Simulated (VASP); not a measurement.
Input of a VASP 6.6.1 run:

File INCAR:

```
SYSTEM = WF
  PREC = Accurate
  ENCUT = 520
  EDIFF = 1E-7
  ISMEAR = -1
  SIGMA = 0.05
  LREAL = .FALSE.
  LASPH = .TRUE.
  NELM = 150
  ALGO = Normal
  ISIF = 2
  LWAVE = .FALSE.
  LCHARG = .TRUE.
  LMAXMIX = 4
  LDAU = .TRUE.
  LDAUTYPE = 2
  LDAUL = 2 -1
  LDAUU = 8 0
  LDAUJ = 0 0
  LDAUPRINT = 1
  GGA = PE
  LELF = .TRUE.
  LVHAR = .TRUE.
  NBANDS = 18
```

Contents of KPOINTS:

```
regular mesh
0
G
  11 11 11
  0 0 0
```

Contents of POSCAR:

```
WF
1.0
    1.3658900000      0.7886000000      5.0696000000
   -1.3658900000      0.7886000000      5.0696000000
    0.0000000000     -1.5771900000      5.0696000000
W F
1 1
Direct
    0.8141200000      0.8141200000      0.8141200000
    0.9371200000      0.9371200000      0.9371200000
```

Potentials or basis: VASP PAW PBE potentials, release 64 (W_sv, F).

The run is started by

```bash
$ cat potpaw_PBE.64/W_sv/POTCAR potpaw_PBE.64/F/POTCAR > POTCAR
$ mpirun -np 1 vasp_std > vasp.out
```

Question: Estimate the pressure.

Answer: 12.3 GPa.

Question: What does it give for the largest force?

Answer: 1.416 eV/Å.

Question: Predict the band gap on the k mesh.

Answer: Zero (an odd number of electrons rules out a gap without spin polarisation).

Eigenvalues of the final occupation matrices:
| site | spin | trace | eigenvalues |
| --- | --- | --- | --- |
| site 1 d | 1 | 1.61 | 0.25 0.25 0.26 0.42 0.42 |
| site 1 d | 2 | 1.61 | 0.25 0.25 0.26 0.42 0.42 |

Caveat: the cell stands under pressure; spin-orbit coupling is left out, which moves the levels of the heavy elements; an odd number of electrons without spin polarisation forces a metal; a magnetic or distorted state may lie lower; U without spin polarisation on a metal has little footing.
